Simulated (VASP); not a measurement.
# SiC (F-43m) in VASP: a series of runs, part 2 of 2

VASP 6.6.1. The steps go on from the part before.

### Step 3. Vibrations by perturbation theory, PBEsol

This run uses another cell than the first one, of 10.03 Å³/atom.

Input file INCAR:

```
SYSTEM = SiC
ALGO = Normal ; EDIFF = 1E-8
ENCUT = 520 ; GGA = PS
IBRION = 8 ; ISIF = 2
ISMEAR = 0 ; LASPH = .True.
LCHARG = .False. ; LREAL = .False.
LWAVE = .False. ; NELM = 60
NSW = 1 ; PREC = Accurate
SIGMA = 0.01
```

Input file KPOINTS:

```
k-points
0
Gamma
  10 10 10
  0 0 0
```

Input file POSCAR:

```
SiC
1.0
    2.1568754721      2.1568754721      0.0000000000
   -2.1568754721      2.1568754721      0.0000000000
    0.0000000000      2.1568754721      2.1568754721
Si C
1 1
Direct
    0.0000000000      0.0000000000      0.0000000000
    0.7500000000      0.2500000000      0.5000000000
```

Potentials or basis: VASP PAW PBE potentials, release 64 (Si, C).

On the command line:

```
$ cat potpaw_PBE.64/Si/POTCAR potpaw_PBE.64/C/POTCAR > POTCAR
$ mpirun -np 1 vasp_std > vasp.out
```

OUTCAR:

```text
SYSTEM = SiC
   EDIFF = 1E-8
   ENCUT = 520
   GGA = PS
   IBRION = 8
   ISIF = 2
   ISMEAR = 0
   LASPH = .True.
   LREAL = .False.
   NELM = 60
   NSW = 1
   PREC = Accurate

 ion  position               nearest neighbor table
   1  0.000  0.000  0.000-   2 1.87   2 1.87   2 1.87   2 1.87
   2  0.750  0.250  0.500-   1 1.87   1 1.87   1 1.87   1 1.87

  LATTYP: Found a face centered cubic cell.
 ALAT       =     4.3137509442

  Lattice vectors:

 A1 = (   0.0000000000,   2.1568754721,   2.1568754721)
 A2 = (   2.1568754721,   0.0000000000,   2.1568754721)
 A3 = (   2.1568754721,   2.1568754721,   0.0000000000)

Analysis of symmetry for initial positions (statically):
=====================================================================
 Subroutine PRICEL returns:
 Original cell was already a primitive cell.

[... 494 lines left out ...]

 INTERNAL STRAIN TENSOR  FOR ION    2  DIRECTION 1   (eV/Angst):
 -----------------------------------------------------------------------------
     0.03366  0.00000  0.00000
     0.00000 -0.01363 10.20876
     0.00000 10.20876 -0.01363

 INTERNAL STRAIN TENSOR FOR ION    2 for displacements in x,y,z  (eV/Angst):
          X           Y           Z          XY          YZ          ZX
  --------------------------------------------------------------------------------
  x     0.00000     0.00000     0.00000     0.00000    10.20876     0.00000
  y     0.00000    -0.00000     0.00000     0.00000     0.00000    10.20876
  z     0.00000     0.00000     0.00000    10.20876     0.00000     0.00000

 SECOND DERIVATIVES (NOT SYMMETRIZED)
 ------------------------------------
               1X          1Y          1Z          2X          2Y          2Z
  1X   -20.539101   -0.000000    0.000000   20.539101    0.000000   -0.000000
  1Y     0.000000  -20.539101   -0.000000   -0.000000   20.539101    0.000000
  1Z     0.000000   -0.000000  -20.539101   -0.000000    0.000000   20.539101
  2X    20.539892    0.000000    0.000000  -20.539892    0.000000    0.000000
  2Y     0.000000   20.539892    0.000000    0.000000  -20.539892    0.000000
  2Z     0.000000    0.000000   20.539892    0.000000    0.000000  -20.539892

 Eigenvectors and eigenvalues of the dynamical matrix
 ----------------------------------------------------

   1 f  =   24.427050 THz   153.479682 2PiTHz  814.798686 cm-1   101.022116 meV
             X         Y         Z           dx          dy          dz
      0.000000  0.000000  0.000000     0.547310   -0.000000    0.000000
      1.078438  3.235313  1.078438    -0.836930    0.000000    0.000000
[... 21 lines left out ...]
   6 f/i=    0.000215 THz     0.001353 2PiTHz    0.007182 cm-1     0.000891 meV
             X         Y         Z           dx          dy          dz
      0.000000  0.000000  0.000000    -0.643666   -0.505847   -0.173970
      1.078438  3.235313  1.078438    -0.420925   -0.330798   -0.113767

--------------------------------------------------------------------------------------------------------

 ELASTIC MODULI CONTR FROM IONIC RELAXATION (kBar)
 Direction    XX          YY          ZZ          XY          YZ          ZX
 --------------------------------------------------------------------------------
 XX          -0.0000     -0.0000     -0.0000     -0.0000     -0.0000      0.0000
 YY          -0.0000     -0.0000     -0.0000     -0.0000     -0.0000      0.0000
 ZZ          -0.0000     -0.0000     -0.0000     -0.0000     -0.0000      0.0000
 XY          -0.0000     -0.0000     -0.0000   -378.5368      0.0000      0.0000
 YZ          -0.0000     -0.0000     -0.0000      0.0000   -378.5368      0.0000
 ZX           0.0000      0.0000      0.0000      0.0000      0.0000   -378.5368
 --------------------------------------------------------------------------------
```

stdout:

```text
POSCAR found type information on POSCAR SiC
 POSCAR found :  2 types and       2 ions
 scaLAPACK will be used
 -----------------------------------------------------------------------------
|                                                                             |
|                                                                             |
|     You enforced a specific xc type in the INCAR file but a different       |
|     I HOPE YOU KNOW WHAT YOU ARE DOING!                                     |
|                                                                             |
 -----------------------------------------------------------------------------

 LDA part: xc-table for (Slater+PW92), standard interpolation
 POSCAR, INCAR and KPOINTS ok, starting setup
 FFT: planning ... GRIDC
 FFT: planning ... GRID_SOFT
 FFT: planning ... GRID
 WAVECAR not read
 entering main loop
 Linear response reoptimize wavefunctions to high precision
 Linear response DOF=           2
 Linear response progress:
 first order change of Fermi-energy   0.74013E-05
 force on displaced ion       1 direction 1 : -20.539   0.000  -0.000
 Linear response progress:
 first order change of Fermi-energy  -0.61870E-03
 force on displaced ion       2 direction 1 : -20.540  -0.000   0.000
 Linear response finished
```

Run time: 61 s. Hardware: 1 thread of Intel Xeon Platinum 8259CL at 2.50GHz (Skylake/Cascade Lake), shared host; peak memory 0.19 GiB.

Results:

| Quantity | Value |
| --- | --- |
| Highest phonon frequency at Γ, LO-TO splitting left out | 815 cm⁻¹ |

Phonon frequencies in cm⁻¹ (negative: imaginary):
| q point | frequencies |
| --- | --- |
| (0.000, 0.000, 0.000) | 0 0 0 815 815 815 |

Caveat: the cell stands under pressure or tension, which shifts response properties; the PAW data sets were made with another functional, which shifts forces and pressure a little.

### Step 4. Vibrations by perturbation theory, PBEsol

This run uses another cell than the first one, of 9.92 Å³/atom.

Input file INCAR:

```
SYSTEM = SiC
  PREC = Accurate
  ENCUT = 520
  EDIFF = 1E-8
  ISMEAR = 0
  SIGMA = 0.01
  LREAL = .FALSE.
  LASPH = .TRUE.
  NELM = 100
  ALGO = Normal
  ISIF = 2
  LWAVE = .FALSE.
  LCHARG = .TRUE.
  GGA = PS
  NBANDS = 11
  IBRION = 8
  NSW = 1
```

Input file KPOINTS:

```
Automatic mesh
0
G
  10 10 10
  0 0 0
```

Input file POSCAR:

```
SiC
1.0
    2.1484011902      2.1484011902      0.0000000000
   -2.1484011902      2.1484011902      0.0000000000
    0.0000000000      2.1484011902      2.1484011902
Si C
1 1
Direct
    0.0000000000      0.0000000000      0.0000000000
    0.7500000000      0.2500000000      0.5000000000
```

Potentials or basis: VASP PAW PBE potentials, release 64 (Si, C).

On the command line:

```
$ cat potpaw_PBE.64/Si/POTCAR potpaw_PBE.64/C/POTCAR > POTCAR
$ mpirun -np 1 vasp_std > vasp.out
```

OUTCAR:

```text
SYSTEM = SiC
   PREC = Accurate
   ENCUT = 520
   EDIFF = 1E-8
   ISMEAR = 0
   LREAL = .FALSE.
   LASPH = .TRUE.
   NELM = 100
   ISIF = 2
   GGA = PS
   IBRION = 8
   NSW = 1

 ion  position               nearest neighbor table
   1  0.000  0.000  0.000-   2 1.86   2 1.86   2 1.86   2 1.86
   2  0.750  0.250  0.500-   1 1.86   1 1.86   1 1.86   1 1.86

  LATTYP: Found a face centered cubic cell.
 ALAT       =     4.2968023804
[... 593 lines left out ...]
 ------------------------------------
               1X          1Y          1Z          2X          2Y          2Z
  1X   -21.093151    0.000000   -0.000000   21.093151   -0.000000    0.000000
  1Y    -0.000000  -21.093151    0.000000    0.000000   21.093151   -0.000000
  1Z    -0.000000    0.000000  -21.093151    0.000000   -0.000000   21.093151
  2X    21.094541    0.000000    0.000000  -21.094541    0.000000    0.000000
  2Y     0.000000   21.094541    0.000000    0.000000  -21.094541    0.000000
  2Z     0.000000    0.000000   21.094541    0.000000    0.000000  -21.094541

 Eigenvectors and eigenvalues of the dynamical matrix
 ----------------------------------------------------

   1 f  =   24.754560 THz   155.537487 2PiTHz  825.723239 cm-1   102.376588 meV
             X         Y         Z           dx          dy          dz
      0.000000  0.000000  0.000000     0.000000    0.547305    0.000000
      1.074201  3.222602  1.074201     0.000000   -0.836934    0.000000
[... 21 lines left out ...]
   6 f/i=    0.000374 THz     0.002348 2PiTHz    0.012465 cm-1     0.001546 meV
             X         Y         Z           dx          dy          dz
      0.000000  0.000000  0.000000     0.000000   -0.000000    0.836934
      1.074201  3.222602  1.074201     0.000000    0.000000    0.547305

--------------------------------------------------------------------------------------------------------

 ELASTIC MODULI CONTR FROM IONIC RELAXATION (kBar)
 Direction    XX          YY          ZZ          XY          YZ          ZX
 --------------------------------------------------------------------------------
 XX          -0.0000      0.0000      0.0000      0.0000     -0.0000      0.0000
 YY           0.0000     -0.0000      0.0000      0.0000      0.0000     -0.0000
 ZZ           0.0000      0.0000     -0.0000     -0.0000      0.0000      0.0000
 XY           0.0000      0.0000     -0.0000   -426.1164      0.0000     -0.0000
 YZ          -0.0000      0.0000      0.0000      0.0000   -426.1164      0.0000
 ZX           0.0000     -0.0000      0.0000      0.0000      0.0000   -426.1164
 --------------------------------------------------------------------------------
```

Wall time 76 s (1 thread of Intel Xeon Platinum 8259CL at 2.50GHz (Skylake/Cascade Lake), shared host); peak memory 0.2 GiB.

Results:

| Item | Value |
| --- | --- |
| Highest phonon frequency at Γ, LO-TO splitting left out | 826 cm⁻¹ |

Phonon frequencies in cm⁻¹ (negative: imaginary):
```
              q point        frequencies
(0.000, 0.000, 0.000)  0 0 0 826 826 826
```

Caveat: the cell stands under pressure or tension, which shifts response properties; the PAW data sets were made with another functional, which shifts forces and pressure a little.

### Step 5. Vibrations by perturbation theory, PBEsol

This run uses another cell than the first one, of 10.34 Å³/atom.

Input file INCAR:

```
ALGO     = Normal         # electronic algorithm
EDIFF    = 1E-8           # SCF threshold, eV
ENCUT    = 520            # plane-wave cutoff, eV
GGA      = PS             # functional
IBRION   = 8              # ionic algorithm
ISIF     = 2              # what is computed and relaxed
ISMEAR   = 0              # smearing method
LASPH    = True           # aspherical terms in the spheres
LCHARG   = False          # write CHGCAR
LREAL    = False          # projectors in reciprocal space
LWAVE    = False          # write WAVECAR
NBANDS   = 11             # bands
NELM     = 60             # most SCF steps
NSW      = 1              # ionic steps
PREC     = Accurate       # precision mode
SIGMA    = 0.01           # smearing width, eV
```

Input file KPOINTS:

```
k-points
0
Gamma
  10 10 10
```

Input file POSCAR:

```
SiC
1.0
    2.1784146558      2.1784146558      0.0000000000
   -2.1784146558      2.1784146558      0.0000000000
    0.0000000000      2.1784146558      2.1784146558
Si C
1 1
Direct
    0.0000000000      0.0000000000      0.0000000000
    0.7500000000      0.2500000000      0.5000000000
```

Potentials or basis: VASP PAW PBE potentials, release 64 (Si, C).

On the command line:

```
$ cat potpaw_PBE.64/Si/POTCAR potpaw_PBE.64/C/POTCAR > POTCAR
$ mpirun -np 1 vasp_std > vasp.out
```

OUTCAR:

```text
EDIFF = 1E-8
   ENCUT = 520
   GGA = PS
   IBRION = 8
   ISIF = 2
   ISMEAR = 0
   LASPH = True
   LREAL = False
   NELM = 60
   NSW = 1
   PREC = Accurate

 ion  position               nearest neighbor table
   1  0.000  0.000  0.000-   2 1.89   2 1.89   2 1.89   2 1.89
   2  0.750  0.250  0.500-   1 1.89   1 1.89   1 1.89   1 1.89

  LATTYP: Found a face centered cubic cell.
 ALAT       =     4.3568293116

  Lattice vectors:

 A1 = (   0.0000000000,   2.1784146558,   2.1784146558)
 A2 = (   2.1784146558,   0.0000000000,   2.1784146558)
 A3 = (   2.1784146558,   2.1784146558,   0.0000000000)

Analysis of symmetry for initial positions (statically):
=====================================================================
 Subroutine PRICEL returns:
 Original cell was already a primitive cell.

 Routine SETGRP: Setting up the symmetry group for a
 face centered cubic supercell.
[... 564 lines left out ...]

 INTERNAL STRAIN TENSOR  FOR ION    2  DIRECTION 1   (eV/Angst):
 -----------------------------------------------------------------------------
     0.03256  0.00000  0.00000
     0.00000 -0.01309  8.55361
     0.00000  8.55361 -0.01309

 INTERNAL STRAIN TENSOR FOR ION    2 for displacements in x,y,z  (eV/Angst):
          X           Y           Z          XY          YZ          ZX
  --------------------------------------------------------------------------------
  x     0.00000    -0.00000    -0.00000     0.00000     8.55361     0.00000
  y    -0.00000     0.00000    -0.00000     0.00000     0.00000     8.55361
  z    -0.00000    -0.00000     0.00000     8.55361     0.00000     0.00000

 SECOND DERIVATIVES (NOT SYMMETRIZED)
 ------------------------------------
               1X          1Y          1Z          2X          2Y          2Z
  1X   -19.205854    0.000000   -0.000000   19.205854   -0.000000    0.000000
  1Y    -0.000000  -19.205854    0.000000    0.000000   19.205854   -0.000000
  1Z    -0.000000    0.000000  -19.205854    0.000000   -0.000000   19.205854
  2X    19.206245    0.000000    0.000000  -19.206245    0.000000    0.000000
  2Y     0.000000   19.206245    0.000000    0.000000  -19.206245    0.000000
  2Z     0.000000    0.000000   19.206245    0.000000    0.000000  -19.206245

 Eigenvectors and eigenvalues of the dynamical matrix
 ----------------------------------------------------

   1 f  =   23.620787 THz   148.413781 2PiTHz  787.904641 cm-1    97.687681 meV
             X         Y         Z           dx          dy          dz
      0.000000  0.000000  0.000000     0.547313    0.000000   -0.000000
      1.089207  3.267622  1.089207    -0.836928   -0.000000    0.000000
[... 21 lines left out ...]
   6 f/i=    0.000110 THz     0.000692 2PiTHz    0.003673 cm-1     0.000455 meV
             X         Y         Z           dx          dy          dz
      0.000000  0.000000  0.000000    -0.836928   -0.000000   -0.000000
      1.089207  3.267622  1.089207    -0.547313    0.000000    0.000000

--------------------------------------------------------------------------------------------------------

 ELASTIC MODULI CONTR FROM IONIC RELAXATION (kBar)
 Direction    XX          YY          ZZ          XY          YZ          ZX
 --------------------------------------------------------------------------------
 XX          -0.0000     -0.0000     -0.0000      0.0000      0.0000      0.0000
 YY          -0.0000     -0.0000     -0.0000      0.0000      0.0000     -0.0000
 ZZ          -0.0000     -0.0000     -0.0000      0.0000      0.0000      0.0000
 XY           0.0000      0.0000      0.0000   -272.9228     -0.0000      0.0000
 YZ           0.0000      0.0000      0.0000     -0.0000   -272.9228      0.0000
 ZX           0.0000     -0.0000      0.0000     -0.0000      0.0000   -272.9228
 --------------------------------------------------------------------------------
```

OSZICAR:

```text
N       E                     dE             d eps       ncg     rms          rms(c)
DAV:   1     0.258218997119E+01    0.25822E+01   -0.39338E+03  1090   0.606E+02
DAV:   2    -0.171259668012E+02   -0.19708E+02   -0.18256E+02  1312   0.109E+02
DAV:   3    -0.177124814069E+02   -0.58651E+00   -0.58537E+00  1283   0.157E+01
DAV:   4    -0.177146468840E+02   -0.21655E-02   -0.21653E-02  1170   0.121E+00
[... 38 lines left out ...]
RMM:   6    -0.124471330880E+00   -0.43441E-05   -0.77531E-07  6371   0.188E-03    0.902E-04
RMM:   7    -0.124466485746E+00    0.48451E-05   -0.38228E-07  6385   0.513E-04    0.719E-05
RMM:   8    -0.124466954057E+00   -0.46831E-06    0.15221E-08  6431   0.834E-05    0.275E-05
RMM:   9    -0.124466893430E+00    0.60627E-07    0.42768E-08  6653   0.360E-05    0.281E-06
RMM:  10    -0.124466901801E+00   -0.83703E-08    0.21888E-08  6360   0.128E-05    0.163E-06
 Linear response finished
```

stdout:

```text
POSCAR found type information on POSCAR SiC
 POSCAR found :  2 types and       2 ions
 scaLAPACK will be used
 -----------------------------------------------------------------------------
|                                                                             |
|                                                                             |
|     You enforced a specific xc type in the INCAR file but a different       |
|     I HOPE YOU KNOW WHAT YOU ARE DOING!                                     |
|                                                                             |
 -----------------------------------------------------------------------------

 LDA part: xc-table for (Slater+PW92), standard interpolation
 POSCAR, INCAR and KPOINTS ok, starting setup
 FFT: planning ... GRIDC
 FFT: planning ... GRID_SOFT
 FFT: planning ... GRID
 WAVECAR not read
 entering main loop
 Linear response reoptimize wavefunctions to high precision
 Linear response DOF=           2
 Linear response progress:
 first order change of Fermi-energy   0.11513E+02
 force on displaced ion       1 direction 1 : -19.206   0.000   0.000
 Linear response progress:
 first order change of Fermi-energy  -0.11522E+02
 force on displaced ion       2 direction 1 : -19.206   0.000  -0.000
 Linear response finished
```

It took 77 s on 1 thread of Intel Xeon Platinum 8259CL at 2.50GHz (Skylake/Cascade Lake), shared host; peak memory 0.2 GiB.

What came out:

* Highest phonon frequency at Γ, LO-TO splitting left out: 788 cm⁻¹

Phonon frequencies in cm⁻¹ (negative: imaginary):
```
              q point        frequencies
(0.000, 0.000, 0.000)  0 0 0 788 788 788
```

Caveat: the PAW data sets were made with another functional, which shifts forces and pressure a little.
